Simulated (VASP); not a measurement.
# Zr3TiGe8 (C222) in VASP: notebook

The runs below take Zr3TiGe8 through single point, with PBE.

Program: VASP 6.6.1. These are calculated values, not measurements. Logs are shortened: lines on timing, memory, paths and dates and some standing lists are left out, and cuts for length are marked.

### Step 1. The cell of the first run

Symmetry: C222, No. 21, orthorhombic system. The conventional cell has a = 8.945 Å, b = 9.132 Å, c = 5.238 Å, α = 90.00°, β = 90.00°, γ = 90.00°. Zr (site symmetry 222) has 10 Ge at 2.79 to 3.03 Å and 4 Zr at 3.45 Å within 3.7 Å. Zr (site symmetry 2) has 10 Ge at 2.74 to 3.02 Å and 2 Zr at 3.45 Å and 2 Ti at 3.46 Å within 3.6 Å. Within 3.5 Å of Ti (site symmetry 222) lie 10 Ge at 2.69 to 2.99 Å and 4 Zr at 3.46 Å. Within 3.6 Å of Ge (site symmetry 2) lie 4 Zr at 2.74 to 3.01 Å and 9 Ge at 2.76 to 3.49 Å and 1 Ti at 2.98 Å. Within 3.5 Å of Ge (site symmetry 2) lie 7 Ge at 2.69 to 3.41 Å and 3 Zr at 2.75 to 3.03 Å and 2 Ti at 2.99 Å. Within 3.5 Å of Ge (site symmetry 1) lie 1 Ti at 2.69 Å and 8 Ge at 2.69 to 3.49 Å and 4 Zr at 2.79 to 3.02 Å.

### Step 2. Single point, PBE

INCAR

```
SYSTEM = Zr3TiGe8
  ALGO = Normal
  EDIFF = 1E-6
  ENCUT = 520
  GGA = PE
  ISIF = 2
  ISMEAR = 0
  LASPH = .True.
  LCHARG = .False.
  LREAL = .False.
  LWAVE = .False.
  NBANDS = 92
  NELM = 60
  PREC = Accurate
  SIGMA = 0.2
```

KPOINTS

```
k-points
0
Gamma
  4 4 4
  0 0 0
```

POSCAR

```
Zr3TiGe8
1.0
    0.0000000000      0.0000000000      5.2379390000
    4.4725940000     -4.5660860000      0.0000000000
    4.4725940000      4.5660860000      0.0000000000
Zr Ti Ge
3 1 8
Direct
    0.0000000000      0.0000000000      0.0000000000
    0.2488100000      0.5000000000      0.0000000000
    0.7511900000      0.0000000000      0.5000000000
    0.5000000000      0.5000000000      0.5000000000
    0.5000000000      0.8331970000      0.8331970000
    0.0000000000      0.3390420000      0.3390420000
    0.5000000000      0.1668030000      0.1668030000
    0.0000000000      0.6609580000      0.6609580000
    0.7450530000      0.6598550000      0.1701890000
    0.2549470000      0.1701890000      0.6598550000
    0.7450530000      0.3401450000      0.8298110000
    0.2549470000      0.8298110000      0.3401450000
```

Potentials or basis: VASP PAW PBE potentials, release 64 (Zr_sv, Ti_sv, Ge_d).

Started as:

```sh
> cat potpaw_PBE.64/Zr_sv/POTCAR potpaw_PBE.64/Ti_sv/POTCAR potpaw_PBE.64/Ge_d/POTCAR > POTCAR
> mpirun -np 1 vasp_std > vasp.out
```

OUTCAR:

```text
SYSTEM = Zr3TiGe8
   EDIFF = 1E-6
   ENCUT = 520
   GGA = PE
   ISIF = 2
   ISMEAR = 0
   LASPH = .True.
   LREAL = .False.
   NELM = 60
   PREC = Accurate

 ion  position               nearest neighbor table
   1  0.000  0.000  0.000-   9 2.79  10 2.79  11 2.79  12 2.79   5 3.01   7 3.01   5 3.01   7 3.01
                             6 3.03   8 3.03   3 3.45   2 3.45   2 3.45   3 3.45
   2  0.249  0.500  0.000-   5 2.74   7 2.74   6 2.75   8 2.75   9 2.99  11 2.99  10 3.00  12 3.00
                             9 3.02  11 3.02   1 3.45   1 3.45
   3  0.751  0.000  0.500-   5 2.74   7 2.74   6 2.75   8 2.75  10 2.99  12 2.99  11 3.00   9 3.00
                            10 3.02  12 3.02   1 3.45   1 3.45
   4  0.500  0.500  0.500-   9 2.69  10 2.69  11 2.69  12 2.69
   5  0.500  0.833  0.833-   2 2.74   3 2.74   9 2.76  10 2.76   1 3.01   1 3.01
   6  0.000  0.339  0.339-   9 2.69  10 2.69   2 2.75   3 2.75   8 2.88   1 3.03
   7  0.500  0.167  0.167-   2 2.74   3 2.74  11 2.76  12 2.76   1 3.01   1 3.01
   8  0.000  0.661  0.661-  11 2.69  12 2.69   2 2.75   3 2.75   6 2.88   1 3.03
   9  0.745  0.660  0.170-   4 2.69   6 2.69   5 2.76   1 2.79   2 2.99   3 3.00   2 3.02
  10  0.255  0.170  0.660-   4 2.69   6 2.69   5 2.76   1 2.79   3 2.99   2 3.00   3 3.02
  11  0.745  0.340  0.830-   4 2.69   8 2.69   7 2.76   1 2.79   2 2.99   3 3.00   2 3.02
  12  0.255  0.830  0.340-   4 2.69   8 2.69   7 2.76   1 2.79   3 2.99   2 3.00   3 3.02

  LATTYP: Found a base centered orthorhombic cell.
 ALAT       =     8.9451880000
 B/A-ratio  =     1.0209033058
 C/A-ratio  =     0.5855594091

  Lattice vectors:

 A1 = (   4.4725940000,  -4.5660860000,   0.0000000000)
 A2 = (   4.4725940000,   4.5660860000,   0.0000000000)
 A3 = (   0.0000000000,   0.0000000000,   5.2379390000)

Analysis of symmetry for initial positions (statically):
=====================================================================
 Subroutine PRICEL returns:
 Original cell was already a primitive cell.

 Routine SETGRP: Setting up the symmetry group for a
 base centered orthorhombic supercell.

 Subroutine GETGRP returns: Found  4 space group operations
 (whereof  4 operations were pure point group operations)
 out of a pool of  8 trial point group operations.

The static configuration has the point symmetry D_2 .

Analysis of symmetry for dynamics (positions and initial velocities):
=====================================================================
 Subroutine PRICEL returns:
 Original cell was already a primitive cell.

 Routine SETGRP: Setting up the symmetry group for a
 base centered orthorhombic supercell.

 Subroutine GETGRP returns: Found  4 space group operations
 (whereof  4 operations were pure point group operations)
 out of a pool of  8 trial point group operations.

The dynamic configuration has the point symmetry D_2 .

 Subroutine INISYM returns: Found  4 space group operations
 (whereof  4 operations are pure point group operations),
 and found     1 'primitive' translations

----------------------------------------------------------------------------------------

                                     Primitive cell

  volume of cell :     213.9410

  direct lattice vectors                    reciprocal lattice vectors
     0.000000000  0.000000000  5.237939000     0.000000000  0.000000000  0.190914785
     4.472594000 -4.566086000  0.000000000     0.111791949 -0.109502975  0.000000000
     4.472594000  4.566086000  0.000000000     0.111791949  0.109502975  0.000000000

  length of vectors
     5.237939000  6.391653812  6.391653812     0.190914785  0.156487512  0.156487512

  position of ions in fractional coordinates (direct lattice)
     0.000000000  0.000000000  0.000000000
     0.248810000  0.500000000  1.000000000
     0.751190000  1.000000000  0.500000000
     0.500000000  0.500000000  0.500000000
     0.500000000  0.833197000  0.833197000
     0.000000000  0.339042000  0.339042000
     0.500000000  0.166803000  0.166803000
     0.000000000  0.660958000  0.660958000
     0.745053000  0.659855000  0.170189000
     0.254947000  0.170189000  0.659855000
     0.745053000  0.340145000  0.829811000
     0.254947000  0.829811000  0.340145000

  ion indices of the primitive-cell ions
   primitive index   ion index
                 1           1
                 2           2
                 3           3
                 4           4
                 5           5
                 6           6
                 7           7
                 8           8
                 9           9
                10          10
                11          11
                12          12

----------------------------------------------------------------------------------------

 KPOINTS: k-points

Automatic generation of k-mesh.
 Grid dimensions read from file:
 generate k-points for:    4    4    4

 Generating k-lattice:

  Cartesian coordinates                     Fractional coordinates (reciprocal lattice)
     0.000000000  0.000000000  0.047728696     0.250000000  0.000000000  0.000000000
     0.027947987 -0.027375744  0.000000000     0.000000000  0.250000000 -0.000000000
     0.027947987  0.027375744  0.000000000     0.000000000 -0.000000000  0.250000000

  Length of vectors
     0.047728696  0.039121878  0.039121878

  Shift w.r.t. Gamma in fractional coordinates (k-lattice)
     0.000000000  0.000000000  0.000000000

 Subroutine IBZKPT returns following result:
 ===========================================

 Found     21 irreducible k-points:

 Following reciprocal coordinates:
            Coordinates               Weight
  0.000000  0.000000  0.000000      1.000000
  0.250000  0.000000  0.000000      2.000000
  0.500000  0.000000  0.000000      1.000000
  0.000000  0.250000  0.000000      4.000000
  0.250000  0.250000  0.000000      8.000000
  0.500000  0.250000  0.000000      4.000000
[... 13 lines left out ...]
  0.250000  0.500000  0.500000      2.000000
  0.500000  0.500000  0.500000      1.000000
   k-points           NKPTS =     21   k-points in BZ     NKDIM =     21   number of bands    NBANDS=     92
   number of dos      NEDOS =    301   number of ions     NIONS =     12
   total plane-waves  NPLWV =  92160
   dimension x,y,z NGX =    40 NGY =   48 NGZ =   48
   dimension x,y,z NGXF=    80 NGYF=   96 NGZF=   96
   ions per type =               3   1   8
   NGX,Y,Z   is equivalent  to a cutoff of  12.70, 12.48, 12.48 a.u.
   NGXF,Y,Z  is equivalent  to a cutoff of  25.39, 24.97, 24.97 a.u.
 SYSTEM =  Zr3TiGe8
   PREC   = accura    normal or accurate (medium, high low for compatibility)
   ISTART =      0    job   : 0-new  1-cont  2-samecut
   ICHARG =      2    charge: 1-file 2-atom 10-const
   ISPIN  =      1    spin polarized calculation?
   LNONCOLLINEAR =      F non collinear calculations
   LSORBIT =      F    spin-orbit coupling
   LASPH  =      T    aspherical Exc in radial PAW
   ENCUT  =  520.0 eV  38.22 Ry    6.18 a.u.   9.74 11.88 11.88*2*pi/ulx,y,z
   NELM   =     60;   NELMIN=  2; NELMDL= -5     # of ELM steps
   EDIFF  = 0.1E-05   stopping-criterion for ELM
   LREAL  =      F    real-space projection
   EDIFFG = 0.1E-04   stopping-criterion for IOM
   NSW    =      0    number of steps for IOM
   IBRION =     -1    ionic relax: 0-MD 1-quasi-New 2-CG
   NFREE  =      0    steps in history (QN), initial steepest desc. (CG)
   ISIF   =      2    stress and relaxation
   ISYM   =      2    0-nonsym 1-usesym 2-fastsym
   POTIM  = 0.5000    time-step for ionic-motion
   TEBEG  =    0.0;   TEEND  =   0.0 temperature during run
   PSTRESS=    0.0 pullay stress
   NELECT =     160.0000    total number of electrons
   NUPDOWN=      -1.0000    fix difference up-down
   EMIN   =  10.00;   EMAX   =-10.00  energy-range for DOS
   EFERMI =   0.00;   METHOD = LEGACY
   ISMEAR =     0;   SIGMA  =   0.20  broadening in eV -4-tet -1-fermi 0-gaus
   EFERMI_NEDOS =   21; number of points for ismear=-14 and -15
   IALGO  =     38    algorithm
   IMIX   =      4    mixing-type and parameters
     AMIX     =   0.40;   BMIX     =  1.00
     AMIX_MAG =   1.60;   BMIX_MAG =  1.00
  volume/ion in A,a.u.               =      17.83       120.31
  Fermi-wavevector in a.u.,A,eV,Ry     =   1.485993  2.808120 30.044056  2.208176
  Thomas-Fermi vector in A             =   2.599335
   LORBIT       =      0    0 simple, 1 ext, 2 COOP (PROOUT), +10 PAW based schemes
   GGA     = PE    functional components
   LHFCALC =     F    Hartree Fock is set to
   AEXX    =    0.0000 exact exchange contribution
   IVDW    =     0    specifies the selected vdW correction
   LEPSILON=     F    determine dielectric tensor
   LRPA    =     F    only Hartree local field effects (RPA)
 non-spin polarized calculation
 Gauss-broadening in eV      SIGMA  =   0.20
  energy-cutoff  :      520.00
  volume of cell :      213.94
 maximum number of plane-waves:      5795
 NGX is ok and might be reduce to    40
   NGX = 19   NGY = 23   NGZ = 23

 number of electron     160.0000037 magnetization

 Free energy of the ion-electron system (eV)
  ---------------------------------------------------
  ext. energy  EPLUGINS =         0.00000000
  ---------------------------------------------------
  free energy    TOTEN  =       -75.70593292 eV

  energy without entropy =      -75.64311225  energy(sigma->0) =      -75.67452258

 E-fermi :   8.4114     XC(G=0): -11.7720

 val. band max:        8.4029083394   @ k =   0.5000   0.5000   0.0000
 cond. band min:       8.4309960405   @ k =   0.5000   0.2500   0.0000
 fundamental gap:      0.0280877010
 Fermi energy:         8.4114040554

 k-point     1 :       0.0000    0.0000    0.0000
  band No.  band energies     occupation
      1     -48.4874      2.00000
      2     -40.1953      2.00000
      3     -40.1082      2.00000
      4     -40.1064      2.00000
      5     -24.7779      2.00000
      6     -24.7601      2.00000
[... 1984 lines left out ...]
     91      11.2557      0.00000
     92      11.6001      0.00000

------------------------ aborting loop because EDIFF is reached ----------------------------------------

  FORCE on cell =-STRESS in cart. coord.  units (eV):
  Direction    XX          YY          ZZ          XY          YZ          ZX
  --------------------------------------------------------------------------------------
  -------------------------------------------------------------------------------------
  Total        0.4825137      0.6410561     -1.0723146      0.0000000      0.0000000      0.0000000
  in kB        3.6134851      4.8007892     -8.0304301      0.0000000      0.0000000      0.0000000
  external PRESSURE =       0.1279481 kB  Pullay stress =       0.0000000 kB

 VOLUME and BASIS-vectors are now :
 -----------------------------------------------------------------------------
  energy-cutoff  :      520.00
  volume of cell :      213.94
      direct lattice vectors                 reciprocal lattice vectors
     0.000000000  0.000000000  5.237939000     0.000000000  0.000000000  0.190914785
     4.472594000 -4.566086000  0.000000000     0.111791949 -0.109502975  0.000000000
     4.472594000  4.566086000  0.000000000     0.111791949  0.109502975  0.000000000

 POSITION                                       TOTAL-FORCE (eV/Angst)
 -----------------------------------------------------------------------------------
      0.00000      0.00000      0.00000        -0.000000     -0.000000      0.000000
      2.23630     -2.28304      1.30325        -0.000000     -0.000000     -0.007067
      2.23630      2.28304      3.93469        -0.000000     -0.000000      0.007067
      4.47259      0.00000      2.61897        -0.000000     -0.000000      0.000000
      7.45310      0.00000      2.61897         0.043570     -0.000000     -0.000000
      3.03279      0.00000      0.00000         0.039726     -0.000000     -0.000000
      1.49208      0.00000      2.61897        -0.043570     -0.000000     -0.000000
      5.91239      0.00000      0.00000        -0.039726     -0.000000     -0.000000
      3.71245     -2.23586      3.90254        -0.041762     -0.005980      0.003568
      3.71245      2.23586      1.33540        -0.041762      0.005980     -0.003568
      5.23274      2.23586      3.90254         0.041762      0.005980      0.003568
      5.23274     -2.23586      1.33540         0.041762     -0.005980     -0.003568
 -----------------------------------------------------------------------------------
    total drift:                                0.000000     -0.000000     -0.000001

  FREE ENERGIE OF THE ION-ELECTRON SYSTEM (eV)
  ---------------------------------------------------
  free  energy   TOTEN  =       -75.7059329176 eV

  energy  without entropy=      -75.6431122508  energy(sigma->0) =      -75.67452258
```

Wall time 12 min (1 thread of AMD EPYC 7R43 (Zen 3), shared host); peak memory 0.43 GiB.

What came out:

| Property | Result |
| --- | --- |
| Free energy | -75.7059 eV |
| Pressure | 0.0 GPa |
| Largest force | 0.044 eV/Å |
| Band gap on the k mesh | zero (band 80 reaches 8.97 eV, above the bottom of band 81 at 7.68 eV) |

Forces on the atoms (eV/Å):
```
Zr   0.000  0.000  0.000
Zr   0.000  0.000 -0.007
Zr   0.000  0.000  0.007
Ti   0.000  0.000  0.000
Ge   0.044  0.000  0.000
Ge   0.040  0.000  0.000
Ge  -0.044  0.000  0.000
Ge  -0.040  0.000  0.000
Ge  -0.042 -0.006  0.004
Ge  -0.042  0.006 -0.004
Ge   0.042  0.006  0.004
Ge   0.042 -0.006 -0.004
```

### Step 3. Single point, PBE

INCAR

```
SYSTEM = Zr3TiGe8
  PREC = Accurate
  ENCUT = 520
  EDIFF = 1E-6
  ISMEAR = -1
  SIGMA = 0.15
  LREAL = .FALSE.
  LASPH = .TRUE.
  NELM = 80
  ALGO = Normal
  ISIF = 2
  LWAVE = .FALSE.
  LCHARG = .FALSE.
  GGA = PE
  NBANDS = 92
  KPAR = 4
```

KPOINTS

```
regular mesh
0
G
  6 6 8
  0 0 0
```

POSCAR

```
Zr3TiGe8
1.0
    4.4727116429     -4.5699445633      0.0000000000
    4.4727116429      4.5699445633      0.0000000000
    0.0000000000      0.0000000000      5.2391143717
Zr Ti Ge
3 1 8
Direct
    0.0000000000      0.0000000000      0.0000000000
    0.5000000000      0.0000000000      0.2486658963
    0.0000000000      0.5000000000      0.7513341037
    0.5000000000      0.5000000000      0.5000000000
    0.8337777186      0.8337777186      0.5000000000
    0.3395519573      0.3395519573      0.0000000000
    0.1662222814      0.1662222814      0.5000000000
    0.6604480427      0.6604480427      0.0000000000
    0.6593705482      0.1695937668      0.7449462830
    0.1695937668      0.6593705482      0.2550537170
    0.3406294518      0.8304062332      0.7449462830
    0.8304062332      0.3406294518      0.2550537170
```

Potentials or basis: VASP PAW PBE potentials, release 64 (Zr_sv, Ti_sv, Ge_d).

Started as:

```sh
> cat potpaw_PBE.64/Zr_sv/POTCAR potpaw_PBE.64/Ti_sv/POTCAR potpaw_PBE.64/Ge_d/POTCAR > POTCAR
> mpirun -np 4 vasp_std > vasp.out
```

It took 12 min on 4 MPI ranks of AMD EPYC 7R43 (Zen 3), shared host; peak memory 0.92 GiB.

It converged, with:

| Quantity | Value |
| --- | --- |
| Free energy | -75.7602 eV |
| Pressure | 0.1 GPa |
| Band gap on the k mesh | zero (band 80 reaches 8.97 eV, above the bottom of band 81 at 7.68 eV) |

Levels at points of the mesh, in eV from the Fermi level:
```csv
k point,band 78,band 79,band 80,band 81,band 82,band 83
"(0.00, 0.00, 0.00)",-1.00,-1.00,-0.60,-0.55,1.13,1.17
"(0.50, 0.00, 0.00)",-1.00,-0.64,-0.60,-0.33,-0.33,0.94
"(0.50, 0.50, 0.00)",-0.96,-0.80,-0.67,0.88,0.95,1.13
"(0.00, 0.00, 0.50)",-0.08,0.50,0.56,0.63,0.64,0.73
"(0.50, 0.00, 0.50)",0.00,0.22,0.29,0.75,0.76,1.32
"(0.50, 0.50, 0.50)",-1.51,-1.48,-1.47,0.85,0.91,0.96
```
